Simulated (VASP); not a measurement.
# Ti (P6_3/mmc) in VASP: notebook

Ti is run at these levels: PBE; tasks: single point, relaxation of cell and atoms.

All numbers are computed with VASP 6.6.1; they aren't measurements. Logs are shortened: lines on timing, memory, paths and dates and some standing lists are left out, and cuts for length are marked.

### 1 The cell of the first run

It takes space group P6_3/mmc (No. 194, hexagonal). The conventional cell has a = 2.938 Å, b = 2.938 Å, c = 4.651 Å, α = 90.00°, β = 90.00°, γ = 120.00°. Ti (site symmetry -6m2) has 12 Ti at 2.88 to 2.94 Å within 3.8 Å.

### 2 Single point, PBE

The input, INCAR:

```
SYSTEM = Ti
  PREC = Accurate
  ENCUT = 520
  EDIFF = 1E-6
  ISMEAR = 0
  SIGMA = 0.1
  LREAL = .FALSE.
  LASPH = .TRUE.
  NELM = 100
  ALGO = Fast
  ISIF = 2
  LWAVE = .FALSE.
  LCHARG = .TRUE.
  GGA = PE
  LELF = .TRUE.
  LVHAR = .TRUE.
  NBANDS = 19
```

The input, KPOINTS:

```
regular mesh
0
G
  18 18 10
  0 0 0
```

The input, POSCAR:

```
Ti
1.0
    2.9384580613      0.0000000000      0.0000000000
   -1.4692290306      2.5447793290      0.0000000000
    0.0000000000      0.0000000000      4.6506340136
Ti
2
Direct
    0.3333333333      0.6666666667      0.2500000000
    0.6666666667      0.3333333333      0.7500000000
```

Potentials or basis: VASP PAW PBE potentials, release 64 (Ti_sv).

Command:

```bash
cat potpaw_PBE.64/Ti_sv/POTCAR > POTCAR
mpirun -np 1 vasp_std > vasp.out
```

OUTCAR:

```text
SYSTEM = Ti
   PREC = Accurate
   ENCUT = 520
   EDIFF = 1E-6
   ISMEAR = 0
   LREAL = .FALSE.
   LASPH = .TRUE.
   NELM = 100
   ISIF = 2
   GGA = PE

 ion  position               nearest neighbor table
   1  0.333  0.667  0.250-   2 2.88   2 2.88   2 2.88   2 2.88   2 2.88   2 2.88
   2  0.667  0.333  0.750-   1 2.88   1 2.88   1 2.88   1 2.88   1 2.88   1 2.88

  LATTYP: Found a hexagonal cell.
 ALAT       =     2.9384580613
 C/A-ratio  =     1.5826783696

  Lattice vectors:

 A1 = (   2.9384580613,   0.0000000000,   0.0000000000)
 A2 = (  -1.4692290306,   2.5447793290,   0.0000000000)
 A3 = (   0.0000000000,   0.0000000000,   4.6506340136)

Analysis of symmetry for initial positions (statically):
=====================================================================
 Subroutine PRICEL returns:
 Original cell was already a primitive cell.

 Routine SETGRP: Setting up the symmetry group for a
 hexagonal supercell.

 Subroutine GETGRP returns: Found 24 space group operations
 (whereof 12 operations were pure point group operations)
 out of a pool of 24 trial point group operations.

The static configuration has the point symmetry D_3d.
 The point group associated with its full space group is D_6h.

Analysis of symmetry for dynamics (positions and initial velocities):
=====================================================================
 Subroutine PRICEL returns:
 Original cell was already a primitive cell.

 Routine SETGRP: Setting up the symmetry group for a
 hexagonal supercell.

 Subroutine GETGRP returns: Found 24 space group operations
 (whereof 12 operations were pure point group operations)
 out of a pool of 24 trial point group operations.

The dynamic configuration has the point symmetry D_3d.
 The point group associated with its full space group is D_6h.

 Subroutine INISYM returns: Found 24 space group operations
 (whereof 12 operations are pure point group operations),
 and found     1 'primitive' translations

----------------------------------------------------------------------------------------

                                     Primitive cell

  volume of cell :      34.7762

  direct lattice vectors                    reciprocal lattice vectors
     2.938458061  0.000000000  0.000000000     0.340314539  0.196480691  0.000000000
    -1.469229031  2.544779329  0.000000000     0.000000000  0.392961381  0.000000000
     0.000000000  0.000000000  4.650634014     0.000000000  0.000000000  0.215024446

  length of vectors
[... 75 lines left out ...]
   ICHARG =      2    charge: 1-file 2-atom 10-const
   ISPIN  =      1    spin polarized calculation?
   LNONCOLLINEAR =      F non collinear calculations
   LSORBIT =      F    spin-orbit coupling
   LASPH  =      T    aspherical Exc in radial PAW
   ENCUT  =  520.0 eV  38.22 Ry    6.18 a.u.   5.46  5.46  8.65*2*pi/ulx,y,z
   NELM   =    100;   NELMIN=  2; NELMDL= -5     # of ELM steps
   EDIFF  = 0.1E-05   stopping-criterion for ELM
   LREAL  =      F    real-space projection
   EDIFFG = 0.1E-04   stopping-criterion for IOM
   NSW    =      0    number of steps for IOM
   IBRION =     -1    ionic relax: 0-MD 1-quasi-New 2-CG
   NFREE  =      0    steps in history (QN), initial steepest desc. (CG)
   ISIF   =      2    stress and relaxation
   ISYM   =      2    0-nonsym 1-usesym 2-fastsym
   POTIM  = 0.5000    time-step for ionic-motion
   TEBEG  =    0.0;   TEEND  =   0.0 temperature during run
   PSTRESS=    0.0 pullay stress
   NELECT =      24.0000    total number of electrons
   NUPDOWN=      -1.0000    fix difference up-down
   EMIN   =  10.00;   EMAX   =-10.00  energy-range for DOS
   EFERMI =   0.00;   METHOD = LEGACY
   ISMEAR =     0;   SIGMA  =   0.10  broadening in eV -4-tet -1-fermi 0-gaus
   EFERMI_NEDOS =   21; number of points for ismear=-14 and -15
   IALGO  =     68    algorithm
   IMIX   =      4    mixing-type and parameters
     AMIX     =   0.40;   BMIX     =  1.00
     AMIX_MAG =   1.60;   BMIX_MAG =  1.00
  volume/ion in A,a.u.               =      17.39       117.34
  Fermi-wavevector in a.u.,A,eV,Ry     =   1.446721  2.733905 28.476998  2.093000
  Thomas-Fermi vector in A             =   2.564757
   LORBIT       =      0    0 simple, 1 ext, 2 COOP (PROOUT), +10 PAW based schemes
   GGA     = PE    functional components
   LHFCALC =     F    Hartree Fock is set to
   AEXX    =    0.0000 exact exchange contribution
   IVDW    =     0    specifies the selected vdW correction
   LEPSILON=     F    determine dielectric tensor
   LRPA    =     F    only Hartree local field effects (RPA)
 non-spin polarized calculation
 RMM-DIIS sequential band-by-band and
 Gauss-broadening in eV      SIGMA  =   0.10
  energy-cutoff  :      520.00
  volume of cell :       34.78
 maximum number of plane-waves:       965
 NGX is ok and might be reduce to    24
   NGX = 11   NGY = 11   NGZ = 17

 number of electron      24.0000002 magnetization

 Free energy of the ion-electron system (eV)
  ---------------------------------------------------
  ext. energy  EPLUGINS =         0.00000000
  ---------------------------------------------------
  free energy    TOTEN  =       -15.67725748 eV

  energy without entropy =      -15.66783754  energy(sigma->0) =      -15.67254751

 E-fermi :   8.3346     XC(G=0): -11.4925

 val. band max:        8.3253590098   @ k =   0.1667   0.0000   0.1000
 cond. band min:       8.3498352543   @ k =   0.0556   0.0000   0.5000
 fundamental gap:      0.0244762445
 Fermi energy:         8.3345864226

 k-point     1 :       0.0000    0.0000    0.0000
  band No.  band energies     occupation
      1     -48.5402      2.00000
      2     -48.4038      2.00000
      3     -25.1279      2.00000
      4     -24.4861      2.00000
      5     -24.4861      2.00000
      6     -24.4217      2.00000
[... 505 lines left out ...]
      6     -24.6508      2.00000
[... 11 lines left out ...]
     18      11.8005      0.00000
     19      12.5318      0.00000

 [... further k-points ...]
[... 5 lines left out ...]
  --------------------------------------------------------------------------------------
  -------------------------------------------------------------------------------------
  Total       -0.1408389     -0.1408389     -0.1509457     -0.0000000      0.0000000      0.0000000
  in kB       -6.4886067     -6.4886067     -6.9542379     -0.0000000      0.0000000      0.0000000
  external PRESSURE =      -6.6438171 kB  Pullay stress =       0.0000000 kB

 VOLUME and BASIS-vectors are now :
 -----------------------------------------------------------------------------
  energy-cutoff  :      520.00
  volume of cell :       34.78
      direct lattice vectors                 reciprocal lattice vectors
     2.938458061  0.000000000  0.000000000     0.340314539  0.196480691  0.000000000
    -1.469229031  2.544779329  0.000000000     0.000000000  0.392961381  0.000000000
     0.000000000  0.000000000  4.650634014     0.000000000  0.000000000  0.215024446

 POSITION                                       TOTAL-FORCE (eV/Angst)
 -----------------------------------------------------------------------------------
     -0.00000      1.69652      1.16266        -0.000000      0.000000      0.000000
      1.46923      0.84826      3.48798         0.000000     -0.000000      0.000000
 -----------------------------------------------------------------------------------
    total drift:                               -0.000000      0.000000     -0.000000

  FREE ENERGIE OF THE ION-ELECTRON SYSTEM (eV)
  ---------------------------------------------------
  free  energy   TOTEN  =       -15.6772574797 eV

  energy  without entropy=      -15.6678375387  energy(sigma->0) =      -15.67254751
```

stdout:

```text
POSCAR found type information on POSCAR Ti
 POSCAR found :  1 types and       2 ions
 scaLAPACK will be used
 LDA part: xc-table for (Slater+PW92), standard interpolation
 POSCAR, INCAR and KPOINTS ok, starting setup
 FFT: planning ... GRIDC
 FFT: planning ... GRID_SOFT
 FFT: planning ... GRID
 WAVECAR not read
 entering main loop
WARNING in EDDRMM: call to ZHEGV failed, returncode =   6  3      8
WARNING in EDDRMM: call to ZHEGV failed, returncode =   8  4     16
WARNING in EDDRMM: call to ZHEGV failed, returncode =   8  4      3
WARNING in EDDRMM: call to ZHEGV failed, returncode =   8  4      5
WARNING in EDDRMM: call to ZHEGV failed, returncode =   6  3      9
WARNING in EDDRMM: call to ZHEGV failed, returncode =   6  3     14
WARNING in EDDRMM: call to ZHEGV failed, returncode =   8  4     19
WARNING in EDDRMM: call to ZHEGV failed, returncode =   6  3      4
```

Wall time 3 min (1 thread of AMD EPYC 9R45 (Zen 5), shared host); peak memory 0.21 GiB.

What came out:

```yaml
Free_energy: -15.6773 eV
Pressure: -0.7 GPa
Band_gap_on_the_k_mesh: zero (band 12 reaches 9.10 eV, above the bottom of band 13 at 8.00 eV)
```

Levels at points of the mesh, in eV from the Fermi level:
```tsv
k point	band 8	band 9	band 10	band 11	band 12	band 13	band 14	band 15	band 16	band 17
(0.00, 0.00, 0.00)	-32.72	-6.22	-2.70	0.76	0.76	0.76	0.88	1.26	1.26	1.61
(0.50, 0.00, 0.00)	-32.79	-2.36	-2.16	-1.85	-0.64	0.47	0.62	1.17	3.32	3.55
(0.00, 0.00, 0.50)	-32.77	-4.36	-4.36	0.08	0.08	0.67	0.67	0.67	0.67	2.78
(0.50, 0.00, 0.50)	-32.88	-2.55	-2.55	-0.82	-0.82	1.31	1.31	1.71	1.71	3.46
```

### 3 Single point, PBE

The input, INCAR:

```
SYSTEM = Ti
ALGO = Fast
EDIFF = 1E-7
ENCUT = 520
GGA = PE
ISIF = 2
ISMEAR = 0
ISYM = 0
LASPH = .TRUE.
LCHARG = .FALSE.
LREAL = .FALSE.
LWAVE = .FALSE.
NBANDS = 19
NELM = 80
PREC = Accurate
SIGMA = 0.1
```

The input, KPOINTS:

```
k-points
0
G
  12 8 13
  0 0 0
```

The input, POSCAR:

```
Ti
1.0
    2.9384580613      0.0000000000      0.0000000000
    0.0000000000      4.6506340141      0.0000000000
    1.4692290307      0.0000000000      2.5447793291
Ti
2
Direct
    0.3333333333      0.7500000000      0.3333333333
    0.6666666667      0.2500000000      0.6666666667
```

Potentials or basis: VASP PAW PBE potentials, release 64 (Ti_sv).

Command:

```bash
cat potpaw_PBE.64/Ti_sv/POTCAR > POTCAR
mpirun -np 1 vasp_std > vasp.out
```

OUTCAR:

```text
SYSTEM = Ti
   EDIFF = 1E-7
   ENCUT = 520
   GGA = PE
   ISIF = 2
   ISMEAR = 0
   ISYM = 0
   LASPH = .TRUE.
   LREAL = .FALSE.
   NELM = 80
   PREC = Accurate

 ion  position               nearest neighbor table
   1  0.333  0.750  0.333-   2 2.88   2 2.88   2 2.88   2 2.88   2 2.88   2 2.88
   2  0.667  0.250  0.667-   1 2.88   1 2.88   1 2.88   1 2.88   1 2.88   1 2.88

IMPORTANT INFORMATION: All symmetrisations will be switched off!
NOSYMM: (Re-)initialisation of all symmetry stuff for point group C_1.

[... 699 lines left out ...]
     19      11.6664      0.00000

 [... further k-points ...]
[... 5 lines left out ...]
  --------------------------------------------------------------------------------------
  -------------------------------------------------------------------------------------
  Total       -0.0701891     -0.0457420     -0.0768556      0.0000040      0.0000180      0.0114330
  in kB       -3.2336926     -2.1073873     -3.5408223      0.0001839      0.0008305      0.5267331
  external PRESSURE =      -2.9606341 kB  Pullay stress =       0.0000000 kB

 VOLUME and BASIS-vectors are now :
 -----------------------------------------------------------------------------
  energy-cutoff  :      520.00
  volume of cell :       34.78
      direct lattice vectors                 reciprocal lattice vectors
     2.938458061  0.000000000  0.000000000     0.340314539  0.000000000 -0.196480691
     0.000000000  4.650634014  0.000000000     0.000000000  0.215024445  0.000000000
     1.469229031  0.000000000  2.544779329     0.000000000  0.000000000  0.392961381

 POSITION                                       TOTAL-FORCE (eV/Angst)
 -----------------------------------------------------------------------------------
      1.46923      3.48798      0.84826         0.000471      0.000016     -0.000092
      2.93846      1.16266      1.69652        -0.000471     -0.000016      0.000092
 -----------------------------------------------------------------------------------
    total drift:                                0.000006     -0.000006      0.000005

  FREE ENERGIE OF THE ION-ELECTRON SYSTEM (eV)
  ---------------------------------------------------
  free  energy   TOTEN  =       -15.6775303481 eV

  energy  without entropy=      -15.6682096177  energy(sigma->0) =      -15.67286998
```

OSZICAR:

```text
N       E                     dE             d eps       ncg     rms          rms(c)
DAV:   1     0.263330025893E+03    0.26333E+03   -0.13076E+04 23828   0.157E+03
[... 41 lines left out ...]
RMM:  43    -0.156775326920E+02   -0.52388E-07   -0.27608E-06 30412   0.644E-03    0.383E-02
RMM:  44    -0.156775323281E+02    0.36392E-06   -0.23072E-06 33523   0.791E-03    0.358E-02
RMM:  45    -0.156775319445E+02    0.38359E-06   -0.23265E-06 34103   0.851E-03    0.321E-02
RMM:  46    -0.156775313218E+02    0.62274E-06   -0.22036E-06 35417   0.107E-02    0.263E-02
RMM:  47    -0.156775307844E+02    0.53742E-06   -0.24387E-06 37351   0.118E-02    0.194E-02
RMM:  48    -0.156775304691E+02    0.31525E-06   -0.20447E-06 37353   0.109E-02    0.130E-02
RMM:  49    -0.156775303475E+02    0.12166E-06   -0.13334E-06 33644   0.852E-03    0.843E-03
RMM:  50    -0.156775303481E+02   -0.69485E-09   -0.96317E-07 25374   0.642E-03
   1 F= -.15677530E+02 E0= -.15672870E+02  d E =-.932073E-02
```

stdout:

```text
POSCAR found type information on POSCAR Ti
 POSCAR found :  1 types and       2 ions
 scaLAPACK will be used
 LDA part: xc-table for (Slater+PW92), standard interpolation
[... 68 lines left out ...]
 num prob  num prob  num prob  num prob  num prob  num prob  num prob  num prob  num prob  num prob  num prob  num prob  num prob  num prob  num prob  num prob  num prob  num prob RMM:  28    -0.156775135917E+02   -0.58036E-05   -0.66123E-05 34829   0.284E-02    0.327E-02
 num prob WARNING in EDDRMM: call to ZHEGV failed, returncode =   6  3     18
 num prob WARNING in EDDRMM: call to ZHEGV failed, returncode =   8  4     18
 num prob WARNING in EDDRMM: call to ZHEGV failed, returncode =   6  3      9
 num prob  num prob  num prob  num prob  num prob  num prob  num prob  num prob  num prob  num prob  num prob  num prob  num prob  num prob  num prob RMM:  29    -0.156775174391E+02   -0.38474E-05   -0.45603E-05 324
```

It took 14 min on 1 thread of Intel Xeon Platinum 8488C (Sapphire Rapids), shared host; peak memory 0.44 GiB.

Results:

```yaml
Free_energy: -15.6775 eV
Pressure: -0.3 GPa
Band_gap_on_the_k_mesh: zero (band 12 reaches 9.10 eV, above the bottom of band 13 at 8.08 eV)
```

Stress tensor (GPa, compression positive):
```
-0.32  0.00  0.05
 0.00 -0.21  0.00
 0.05  0.00 -0.35
```

Levels at points of the mesh, in eV from the Fermi level:
```csv
k point,band 9,band 10,band 11,band 12,band 13,band 14,band 15,band 16
"(0.00, 0.00, 0.00)",-6.22,-2.70,0.76,0.76,0.76,0.87,1.26,1.26
"(0.50, 0.00, 0.00)",-2.36,-2.17,-1.85,-0.65,0.46,0.62,1.16,3.31
"(0.00, 0.50, 0.00)",-4.36,-4.36,0.07,0.07,0.66,0.66,0.66,0.66
"(0.50, 0.50, 0.00)",-2.55,-2.55,-0.83,-0.83,1.31,1.31,1.71,1.71
```

### 4 Single point, PBE (biaxial strain in the a-b plane: +3.0 %)

The input, INCAR:

```
SYSTEM = Ti
ALGO     = Fast           ! electronic algorithm
EDIFF    = 1E-6           ! SCF threshold, eV
ENCUT    = 520            ! plane-wave cutoff, eV
GGA      = PE             ! functional
ISIF     = 2              ! what is computed and relaxed
ISMEAR   = 0              ! smearing method
LASPH    = .True.         ! aspherical terms in the spheres
LCHARG   = .True.         ! write CHGCAR
LELF     = .True.         ! ELF
LREAL    = .False.        ! projectors in reciprocal space
LVHAR    = .True.       
LWAVE    = .False.        ! write WAVECAR
NBANDS   = 19             ! bands
NELM     = 60             ! most SCF steps
PREC     = Accurate       ! precision mode
SIGMA    = 0.1            ! smearing width, eV
```

The input, KPOINTS:

```
k-points
0
Gamma
  24 24 12
  0 0 0
```

The input, POSCAR:

```
Ti
1.0
    3.0266118032      0.0000000000      0.0000000000
   -1.5133059016      2.6211227089      0.0000000000
    0.0000000000      0.0000000000      4.5669226014
Ti
2
Direct
    0.3333333333      0.6666666667      0.2500000000
    0.6666666667      0.3333333333      0.7500000000
```

Potentials or basis: VASP PAW PBE potentials, release 64 (Ti_sv).

Command:

```bash
cat potpaw_PBE.64/Ti_sv/POTCAR > POTCAR
mpirun -np 1 vasp_std > vasp.out
```

OUTCAR:

```text
SYSTEM = Ti
   EDIFF = 1E-6
   ENCUT = 520
   GGA = PE
   ISIF = 2
   ISMEAR = 0
   LASPH = .True.
   LREAL = .False.
   NELM = 60
   PREC = Accurate

 ion  position               nearest neighbor table
   1  0.333  0.667  0.250-   2 2.88   2 2.88   2 2.88   2 2.88   2 2.88   2 2.88
   2  0.667  0.333  0.750-   1 2.88   1 2.88   1 2.88   1 2.88   1 2.88   1 2.88

  LATTYP: Found a hexagonal cell.
 ALAT       =     3.0266118032
 C/A-ratio  =     1.5089224844

  Lattice vectors:

 A1 = (   3.0266118032,   0.0000000000,   0.0000000000)
 A2 = (  -1.5133059016,   2.6211227089,   0.0000000000)
 A3 = (   0.0000000000,   0.0000000000,   4.5669226014)

Analysis of symmetry for initial positions (statically):
=====================================================================
 Subroutine PRICEL returns:
 Original cell was already a primitive cell.

 Routine SETGRP: Setting up the symmetry group for a
 hexagonal supercell.

 Subroutine GETGRP returns: Found 24 space group operations
 (whereof 12 operations were pure point group operations)
 out of a pool of 24 trial point group operations.

[... 157 lines left out ...]

 Free energy of the ion-electron system (eV)
  ---------------------------------------------------
  ext. energy  EPLUGINS =         0.00000000
  ---------------------------------------------------
  free energy    TOTEN  =       -15.63890349 eV

  energy without entropy =      -15.62867262  energy(sigma->0) =      -15.63378805

 E-fermi :   7.9186     XC(G=0): -11.2988

 val. band max:        7.9183840105   @ k =   0.2500   0.2083   0.4167
 cond. band min:       7.9195151265   @ k =   0.0833  -0.0000   0.2500
 fundamental gap:      0.0011311160
 Fermi energy:         7.9186428009

 k-point     1 :       0.0000    0.0000    0.0000
  band No.  band energies     occupation
      1     -49.0504      2.00000
      2     -48.9135      2.00000
      3     -25.6267      2.00000
      4     -25.0570      2.00000
      5     -25.0570      2.00000
      6     -24.9502      2.00000
[... 505 lines left out ...]
      6     -25.1765      2.00000
[... 11 lines left out ...]
     18      11.3624      0.00000
     19      11.9012      0.00000

 [... further k-points ...]
[... 5 lines left out ...]
  --------------------------------------------------------------------------------------
  -------------------------------------------------------------------------------------
  Total       -1.3857517     -1.3857517     -0.3146238      0.0000000      0.0000000     -0.0000000
  in kB      -61.2813443    -61.2813443    -13.9134362      0.0000000      0.0000000     -0.0000000
  external PRESSURE =     -45.4920416 kB  Pullay stress =       0.0000000 kB

 VOLUME and BASIS-vectors are now :
 -----------------------------------------------------------------------------
  energy-cutoff  :      520.00
  volume of cell :       36.23
      direct lattice vectors                 reciprocal lattice vectors
     3.026611803  0.000000000  0.000000000     0.330402465  0.190757952  0.000000000
    -1.513305902  2.621122709  0.000000000     0.000000000  0.381515904  0.000000000
     0.000000000  0.000000000  4.566922601     0.000000000  0.000000000  0.218965830

 POSITION                                       TOTAL-FORCE (eV/Angst)
 -----------------------------------------------------------------------------------
     -0.00000      1.74742      1.14173        -0.000000     -0.000000      0.000000
      1.51331      0.87371      3.42519         0.000000      0.000000      0.000000
 -----------------------------------------------------------------------------------
    total drift:                               -0.000000      0.000000     -0.000000

  FREE ENERGIE OF THE ION-ELECTRON SYSTEM (eV)
  ---------------------------------------------------
  free  energy   TOTEN  =       -15.6389034857 eV

  energy  without entropy=      -15.6286726241  energy(sigma->0) =      -15.63378805
```

Run time: 7.2 min. Hardware: 1 thread of AMD EPYC 9R45 (Zen 5), shared host; peak memory 0.31 GiB.

Results:

```yaml
Free_energy: -15.6389 eV
Pressure: -4.5 GPa
Band_gap_on_the_k_mesh: zero (band 12 reaches 8.67 eV, above the bottom of band 13 at 7.57 eV)
```

Caveat: the cell differs from its parent crystal (biaxial strain in the a-b plane: +3.0 %).

(Continued in part 2 of 2.)
